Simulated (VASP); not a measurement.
# GaN (P6_3mc) in VASP: further runs

GaN is run at these levels: PBEsol+D4, r2SCAN, PBE, RPBE+D4; tasks: relaxation of cell and atoms, single point.

All numbers are computed with VASP 6.6.1; they aren't measurements. Logs are shortened: lines on timing, memory, paths and dates and some standing lists are left out, and cuts for length are marked.

**What was measured.**

“Studying electronic properties in GaN without electrical contacts using γ-γ vs e−-γ Perturbed Angular Correlations”, 2019, pmc:6823545 quotes, for a bulk crystal of GaN: band gap 3.503 ± 0.005 eV (direct).

The results are compared with them further down.

### 1 The cell of the first run

The structure is hexagonal, space group P6_3mc (No. 186). Conventional cell: a = 3.180 Å, b = 3.180 Å, c = 5.166 Å, α = 90.00°, β = 90.00°, γ = 120.00°. Ga (site symmetry 3m) has 4 N at 1.94 to 1.95 Å within 2.6 Å. N (site symmetry 3m) has 4 Ga at 1.94 to 1.95 Å within 2.6 Å.

### 2 Relaxation of cell and atoms, PBEsol+D4

INCAR

```
ALGO = Normal ; EDIFF = 1E-6
EDIFFG = -0.01 ; ENCUT = 600
GGA = PS ; IBRION = 2
ISIF = 3 ; ISMEAR = -1
IVDW = 13 ; LASPH = T
LCHARG = F ; LREAL = F
LWAVE = F ; NELM = 60
NSW = 60 ; PREC = Accurate
SIGMA = 0.05
```

KPOINTS

```
k-points
0
Gamma
  10 10 5
```

POSCAR

```
GaN
1.0
    3.1800000000      0.0000000000      0.0000000000
   -1.5900000000      2.7539607840      0.0000000000
    0.0000000000      0.0000000000      5.1660000000
Ga N
2 2
Direct
    0.6666666667      0.3333333333      0.5000000000
    0.3333333333      0.6666666667      0.0000000000
    0.6666666667      0.3333333333      0.8750000000
    0.3333333333      0.6666666667      0.3750000000
```

Potentials or basis: VASP PAW PBE potentials, release 64 (Ga_d, N).

On the command line:

```sh
> cat potpaw_PBE.64/Ga_d/POTCAR potpaw_PBE.64/N/POTCAR > POTCAR
> mpirun -np 1 vasp_std > vasp.out
```

OUTCAR:

```text
EDIFF = 1E-6
   EDIFFG = -0.01
   ENCUT = 600
   GGA = PS
   IBRION = 2
   ISIF = 3
   ISMEAR = -1
   IVDW = 13
   LASPH = T
   LREAL = F
   NELM = 60
   NSW = 60
   PREC = Accurate

 ion  position               nearest neighbor table
   1  0.667  0.333  0.500-   3 1.94   4 1.95   4 1.95   4 1.95
   2  0.333  0.667  0.000-   4 1.94   3 1.95   3 1.95   3 1.95
   3  0.667  0.333  0.875-   1 1.94   2 1.95   2 1.95   2 1.95
   4  0.333  0.667  0.375-   2 1.94   1 1.95   1 1.95   1 1.95

  LATTYP: Found a hexagonal cell.
 ALAT       =     3.1800000000
 C/A-ratio  =     1.6245283019

  Lattice vectors:

 A1 = (   3.1800000000,   0.0000000000,   0.0000000000)
 A2 = (  -1.5900000000,   2.7539607840,   0.0000000000)
 A3 = (   0.0000000000,   0.0000000000,   5.1660000000)

Analysis of symmetry for initial positions (statically):
=====================================================================
 Subroutine PRICEL returns:
 Original cell was already a primitive cell.

 Routine SETGRP: Setting up the symmetry group for a
 hexagonal supercell.

 Subroutine GETGRP returns: Found 12 space group operations
 (whereof  6 operations were pure point group operations)
 out of a pool of 24 trial point group operations.

The static configuration has the point symmetry C_3v.
 The point group associated with its full space group is C_6v.

Analysis of symmetry for dynamics (positions and initial velocities):
=====================================================================
 Subroutine PRICEL returns:
 Original cell was already a primitive cell.

 Routine SETGRP: Setting up the symmetry group for a
 hexagonal supercell.

 Subroutine GETGRP returns: Found 12 space group operations
 (whereof  6 operations were pure point group operations)
 out of a pool of 24 trial point group operations.

The dynamic configuration has the point symmetry C_3v.
 The point group associated with its full space group is C_6v.

 Subroutine INISYM returns: Found 12 space group operations
 (whereof  6 operations are pure point group operations),
 and found     1 'primitive' translations

----------------------------------------------------------------------------------------

                                     Primitive cell

  volume of cell :      45.2417

  direct lattice vectors                    reciprocal lattice vectors
     3.180000000  0.000000000  0.000000000     0.314465409  0.181556688  0.000000000
    -1.590000000  2.753960784  0.000000000     0.000000000  0.363113377  0.000000000
     0.000000000  0.000000000  5.166000000     0.000000000  0.000000000  0.193573364

  length of vectors
     3.180000000  3.180000000  5.166000000     0.363113377  0.363113377  0.193573364

  position of ions in fractional coordinates (direct lattice)
     0.666666667  0.333333333  0.500000000
     0.333333333  0.666666667  0.000000000
[... 70 lines left out ...]
   NGXF,Y,Z  is equivalent  to a cutoff of  29.28, 29.28, 27.03 a.u.
 SYSTEM =  unknown system
   PREC   = accura    normal or accurate (medium, high low for compatibility)
   ISTART =      0    job   : 0-new  1-cont  2-samecut
   ICHARG =      2    charge: 1-file 2-atom 10-const
   ISPIN  =      1    spin polarized calculation?
   LNONCOLLINEAR =      F non collinear calculations
   LSORBIT =      F    spin-orbit coupling
   LASPH  =      T    aspherical Exc in radial PAW
   ENCUT  =  600.0 eV  44.10 Ry    6.64 a.u.   6.35  6.35 10.32*2*pi/ulx,y,z
   NELM   =     60;   NELMIN=  2; NELMDL= -5     # of ELM steps
   EDIFF  = 0.1E-05   stopping-criterion for ELM
   LREAL  =      F    real-space projection
   EDIFFG = -.1E-01   stopping-criterion for IOM
   NSW    =     60    number of steps for IOM
   IBRION =      2    ionic relax: 0-MD 1-quasi-New 2-CG
   NFREE  =      1    steps in history (QN), initial steepest desc. (CG)
   ISIF   =      3    stress and relaxation
   ISYM   =      2    0-nonsym 1-usesym 2-fastsym
   POTIM  = 0.5000    time-step for ionic-motion
   TEBEG  =    0.0;   TEEND  =   0.0 temperature during run
   PSTRESS=    0.0 pullay stress
   NELECT =      36.0000    total number of electrons
   NUPDOWN=      -1.0000    fix difference up-down
   EMIN   =  10.00;   EMAX   =-10.00  energy-range for DOS
   EFERMI =   0.00;   METHOD = LEGACY
   ISMEAR =    -1;   SIGMA  =   0.05  broadening in eV -4-tet -1-fermi 0-gaus
   EFERMI_NEDOS =   21; number of points for ismear=-14 and -15
   IALGO  =     38    algorithm
   IMIX   =      4    mixing-type and parameters
     AMIX     =   0.40;   BMIX     =  1.00
     AMIX_MAG =   1.60;   BMIX_MAG =  1.00
  volume/ion in A,a.u.               =      11.31        76.33
  Fermi-wavevector in a.u.,A,eV,Ry     =   1.517036  2.866782 31.312427  2.301398
  Thomas-Fermi vector in A             =   2.626345
   LORBIT       =      0    0 simple, 1 ext, 2 COOP (PROOUT), +10 PAW based schemes
   GGA     = PS    functional components
   LHFCALC =     F    Hartree Fock is set to
   AEXX    =    0.0000 exact exchange contribution
   IVDW    =    13    specifies the selected vdW correction
   LEPSILON=     F    determine dielectric tensor
   LRPA    =     F    only Hartree local field effects (RPA)
 conjugate gradient relaxation of ions
 non-spin polarized calculation
  energy-cutoff  :      600.00
  volume of cell :       45.24
 maximum number of plane-waves:      1524
 NGX is ok and might be reduce to    28
   NGX = 13   NGY = 13   NGZ = 21

--------------------------------------- Ionic step        1  -------------------------------------------

 number of electron      35.9999995 magnetization

 Free energy of the ion-electron system (eV)
  ---------------------------------------------------
  ext. energy  EPLUGINS =         0.00000000
  ---------------------------------------------------
  free energy    TOTEN  =       -26.26982209 eV

  energy without entropy =      -26.26982209  energy(sigma->0) =      -26.26982209

------------------------ aborting loop because EDIFF is reached ----------------------------------------

  DFT-D4 for vdW energy calculation

  Edisp (eV):   -0.92644
[... 201 lines left out ...]
--------------------------------------- Ionic step        6  -------------------------------------------

 number of electron      35.9999991 magnetization

 Free energy of the ion-electron system (eV)
  ---------------------------------------------------
  ext. energy  EPLUGINS =         0.00000000
  ---------------------------------------------------
  free energy    TOTEN  =       -26.26401998 eV

  energy without entropy =      -26.26401998  energy(sigma->0) =      -26.26401998

 E-fermi :   6.4382     XC(G=0): -12.0308

 val. band max:        5.4475070721   @ k =   0.0000   0.0000   0.0000
 cond. band min:       7.4641666118   @ k =   0.0000   0.0000   0.0000
 fundamental gap:      2.0166595397
 Fermi energy:         6.4381792909

 k-point     1 :       0.0000    0.0000    0.0000
  band No.  band energies     occupation
      1     -10.7390      2.00000
      2      -9.7068      2.00000
      3      -7.9790      2.00000
      4      -7.9619      2.00000
      5      -7.9619      2.00000
      6      -7.8952      2.00000
[... 589 lines left out ...]
     21      12.6921      0.00000
     22      13.5842      0.00000

 [... further k-points ...]

------------------------ aborting loop because EDIFF is reached ----------------------------------------

  DFT-D4 for vdW energy calculation

  Edisp (eV):   -0.93899
[... 27 lines left out ...]
  FREE ENERGIE OF THE ION-ELECTRON SYSTEM (eV)
  ---------------------------------------------------
  free  energy   TOTEN  =       -27.2030059374 eV

  energy  without entropy=      -27.2030059373  energy(sigma->0) =      -27.20300594

 reached required accuracy - stopping structural energy minimisation
```

OSZICAR:

```text
N       E                     dE             d eps       ncg     rms          rms(c)
DAV:   1     0.288405727793E+03    0.28841E+03   -0.19978E+04  1966   0.333E+03
DAV:   2     0.734960288305E+01   -0.28106E+03   -0.27215E+03  2058   0.563E+02
DAV:   3    -0.284419246333E+02   -0.35792E+02   -0.35454E+02  2124   0.163E+02
DAV:   4    -0.299135515693E+02   -0.14716E+01   -0.14672E+01  2622   0.351E+01
[... 47 lines left out ...]
DAV:   1    -0.262641814780E+02    0.53113E-03   -0.31634E-03  2516   0.120E+00    0.819E-02
DAV:   2    -0.262640595809E+02    0.12190E-03   -0.44545E-04  2594   0.486E-01    0.388E-02
DAV:   3    -0.262640221745E+02    0.37406E-04   -0.78430E-05  2934   0.213E-01    0.823E-03
DAV:   4    -0.262640206482E+02    0.15263E-05   -0.22976E-05  1980   0.447E-02    0.512E-03
DAV:   5    -0.262640199781E+02    0.67009E-06   -0.64278E-07  1028   0.103E-02
   6 F= -.27203006E+02 E0= -.27203006E+02  d E =-.118662E-04
```

Run time: 6.7 min. Hardware: 1 thread of AMD EPYC 7R13, shared host; peak memory 0.18 GiB.

Results:

- Free energy: -27.2030 eV
- Relaxed volume: 11.16 Å³/atom
- Relaxed cell: a = 3.162 Å, b = 3.162 Å, c = 5.155 Å, α = 90.00°, β = 90.00°, γ = 120.00°
- Space group after relaxing (to 0.05 Å): P6_3mc (No. 186)
- Energy gained by relaxing: 1.7 meV/atom
- Ionic steps: 6
- Pressure after relaxing: 0.1 GPa
- Largest force after relaxing: 0.008 eV/Å
- Band gap on the k mesh: 2.02 eV, direct
- Dispersion energy per atom: -0.235 eV

Forces in eV/Å, atoms in the order of the input:
```
Ga   0.000  0.000 -0.008
Ga   0.000  0.000 -0.008
N    0.000  0.000  0.008
N    0.000  0.000  0.008
```

The path:
| step | energy change (eV) | largest force (eV/Å) | pressure (GPa) | volume (Å³) |
| --- | --- | --- | --- | --- |
| 1 | 0.0000 | 0.1318 | -2.60 | 45.24 |
| 2 | -0.0007 | 0.1067 | 2.66 | 44.05 |
| 3 | -0.0067 | 0.0109 | -0.03 | 44.62 |
| 4 | -0.0067 | 0.0080 | 0.14 | 44.61 |
| 5 | -0.0067 | 0.0048 | -0.17 | 44.67 |
| 6 | -0.0067 | 0.0076 | 0.09 | 44.63 |

Final structure:
```
Ga N
1.0
     3.16191    0.00000    0.00000
    -1.58096    2.73830    0.00000
     0.00000    0.00000    5.15492
Ga N
2 2
Cartesian
  1.5810 0.9128 2.5740
  0.0000 1.8255 5.1514
  1.5810 0.9128 4.5141
  0.0000 1.8255 1.9366
```

Caveat: the PAW data sets were made with another functional, which shifts forces and pressure a little. As with any semilocal functional, this PBEsol gap is likely too small.

### 3 Single point, r2SCAN

POSCAR is that of step 2.

INCAR.step1

```
SYSTEM = GaN
ALGO = Normal ; EDIFF = 1E-5
ENCUT = 910 ; GGA = PE
GGA_COMPAT = .False. ; ISMEAR = -1
LASPH = .True. ; LCHARG = .False.
LREAL = .False. ; LWAVE = .True.
NBANDS = 26 ; NELM = 120
PREC = Accurate ; SIGMA = 0.05
```

INCAR.step2

```
SYSTEM = GaN
ALGO = Normal ; EDIFF = 1E-6
ENCUT = 910 ; GGA_COMPAT = .False.
ISIF = 2 ; ISMEAR = -1
ISTART = 1 ; LASPH = .True.
LCHARG = .False. ; LMIXTAU = .True.
LREAL = .False. ; LWAVE = .False.
METAGGA = R2SCAN ; NBANDS = 26
NELM = 120 ; PREC = Accurate
SIGMA = 0.05
```

KPOINTS

```
k-points
0
Gamma
  6 6 3
  0 0 0
```

Potentials or basis: VASP PAW PBE potentials, release 64 (Ga_d, N_h).

On the command line:

```sh
> cat potpaw_PBE.64/Ga_d/POTCAR potpaw_PBE.64/N_h/POTCAR > POTCAR
> cp INCAR.step1 INCAR
> mpirun -np 1 vasp_std > vasp.out
> cp INCAR.step2 INCAR
> mpirun -np 1 vasp_std > vasp.out
```

OUTCAR:

```text
SYSTEM = GaN
   EDIFF = 1E-6
   ENCUT = 910
   ISIF = 2
   ISMEAR = -1
   ISTART = 1
   LASPH = .True.
   LREAL = .False.
   METAGGA = R2SCAN
   NELM = 120
   PREC = Accurate

 ion  position               nearest neighbor table
   1  0.667  0.333  0.500-   3 1.94   4 1.95   4 1.95   4 1.95
   2  0.333  0.667  0.000-   4 1.94   3 1.95   3 1.95   3 1.95
   3  0.667  0.333  0.875-   1 1.94   2 1.95   2 1.95   2 1.95
   4  0.333  0.667  0.375-   2 1.94   1 1.95   1 1.95   1 1.95

  LATTYP: Found a hexagonal cell.
 ALAT       =     3.1800000000
 C/A-ratio  =     1.6245283019

  Lattice vectors:

 A1 = (   3.1800000000,   0.0000000000,   0.0000000000)
 A2 = (  -1.5900000000,   2.7539607840,   0.0000000000)
 A3 = (   0.0000000000,   0.0000000000,   5.1660000000)

Analysis of symmetry for initial positions (statically):
=====================================================================
 Subroutine PRICEL returns:
 Original cell was already a primitive cell.

 Routine SETGRP: Setting up the symmetry group for a
 hexagonal supercell.

 Subroutine GETGRP returns: Found 12 space group operations
 (whereof  6 operations were pure point group operations)
 out of a pool of 24 trial point group operations.

[... 160 lines left out ...]
 cond. band min:       7.8413024240   @ k =   0.0000   0.0000   0.0000
 fundamental gap:      2.3721660830
 Fermi energy:         6.5640362763

 k-point     1 :       0.0000    0.0000    0.0000
  band No.  band energies     occupation
      1     -11.3999      2.00000
      2     -10.3700      2.00000
      3      -8.3778      2.00000
      4      -8.3550      2.00000
      5      -8.3550      2.00000
      6      -8.2838      2.00000
[... 395 lines left out ...]
     25      19.5959      0.00000
     26      20.3383      0.00000

------------------------ aborting loop because EDIFF is reached ----------------------------------------

  FORCE on cell =-STRESS in cart. coord.  units (eV):
  Direction    XX          YY          ZZ          XY          YZ          ZX
  --------------------------------------------------------------------------------------
  -------------------------------------------------------------------------------------
  Total        0.3898511      0.3898511      0.9474941      0.0000000     -0.0000000      0.0000000
  in kB       13.8060689     13.8060689     33.5542736      0.0000000     -0.0000000      0.0000000
  external PRESSURE =      20.3888038 kB  Pullay stress =       0.0000000 kB

 VOLUME and BASIS-vectors are now :
 -----------------------------------------------------------------------------
  energy-cutoff  :      910.00
  volume of cell :       45.24
      direct lattice vectors                 reciprocal lattice vectors
     3.180000000  0.000000000  0.000000000     0.314465409  0.181556688  0.000000000
    -1.590000000  2.753960784  0.000000000     0.000000000  0.363113377  0.000000000
     0.000000000  0.000000000  5.166000000     0.000000000  0.000000000  0.193573364

 POSITION                                       TOTAL-FORCE (eV/Angst)
 -----------------------------------------------------------------------------------
      1.59000      0.91799      2.58300        -0.000000     -0.000000     -0.141371
     -0.00000      1.83597      0.00000         0.000000     -0.000000     -0.141371
      1.59000      0.91799      4.52025        -0.000000     -0.000000      0.141371
     -0.00000      1.83597      1.93725         0.000000      0.000000      0.141371
 -----------------------------------------------------------------------------------
    total drift:                               -0.000000      0.000000      0.012431

  FREE ENERGIE OF THE ION-ELECTRON SYSTEM (eV)
  ---------------------------------------------------
  free  energy   TOTEN  =       -43.8089779126 eV

  energy  without entropy=      -43.8089779126  energy(sigma->0) =      -43.80897791
```

OUTCAR.step1:

```text
SYSTEM = GaN
   EDIFF = 1E-5
   ENCUT = 910
   GGA = PE
   ISMEAR = -1
   LASPH = .True.
   LREAL = .False.
   NELM = 120
[... 622 lines left out ...]
     -0.00000      1.83597      0.00000         0.000000      0.000000     -0.133662
      1.59000      0.91799      4.52025        -0.000000     -0.000000      0.133662
     -0.00000      1.83597      1.93725        -0.000000     -0.000000      0.133662
 -----------------------------------------------------------------------------------
    total drift:                               -0.000000     -0.000000      0.001344

  FREE ENERGIE OF THE ION-ELECTRON SYSTEM (eV)
  ---------------------------------------------------
  free  energy   TOTEN  =       -24.2939676672 eV

  energy  without entropy=      -24.2939676670  energy(sigma->0) =      -24.29396767
```

OSZICAR.step1:

```text
N       E                     dE             d eps       ncg     rms          rms(c)
DAV:   1     0.370297744734E+03    0.37030E+03   -0.24211E+04   760   0.362E+03
DAV:   2     0.354063275685E+02   -0.33489E+03   -0.31831E+03   752   0.654E+02
DAV:   3    -0.242010087712E+02   -0.59607E+02   -0.57893E+02   876   0.186E+02
DAV:   4    -0.282158193125E+02   -0.40148E+01   -0.39651E+01   910   0.463E+01
DAV:   5    -0.283300240507E+02   -0.11420E+00   -0.11372E+00   920   0.709E+00    0.109E+01
DAV:   6    -0.242180729534E+02    0.41120E+01   -0.10124E+01  1230   0.490E+01    0.271E+00
DAV:   7    -0.243077891702E+02   -0.89716E-01   -0.13762E+00   790   0.842E+00    0.200E+00
DAV:   8    -0.243089011657E+02   -0.11120E-02   -0.15976E-01  1222   0.535E+00    0.841E-01
DAV:   9    -0.242933108618E+02    0.15590E-01   -0.64392E-02  1198   0.436E+00    0.117E-01
DAV:  10    -0.242939313358E+02   -0.62047E-03   -0.45656E-03   912   0.727E-01    0.523E-02
DAV:  11    -0.242939592959E+02   -0.27960E-04   -0.42706E-04   884   0.244E-01    0.112E-02
DAV:  12    -0.242939698064E+02   -0.10511E-04   -0.66991E-05   848   0.155E-01    0.142E-02
DAV:  13    -0.242939676672E+02    0.21393E-05   -0.11571E-05   494   0.710E-02
   1 F= -.24293968E+02 E0= -.24293968E+02  d E =-.175013E-09
```

It took 1.8 min on 1 thread of Intel Xeon Platinum 8488C (Sapphire Rapids), shared host; peak memory 0.24 GiB.

What came out:

```yaml
Free_energy: -43.8090 eV
Pressure: 2.0 GPa
Largest_force: 0.141 eV/Å
Band_gap_on_the_k_mesh: 2.37 eV, direct
```

Forces in eV/Å, atoms in the order of the input:
```
Ga   0.000  0.000 -0.141
Ga   0.000  0.000 -0.141
N    0.000  0.000  0.141
N    0.000  0.000  0.141
```

Caveat: the cutoff is under 1.25 times the usual one of these potentials, so pressure, stress and relaxed cells hold a basis-set (Pulay) error; the PAW data sets were made with another functional, which shifts forces and pressure a little.

(Part 1 of 3 ends here.)
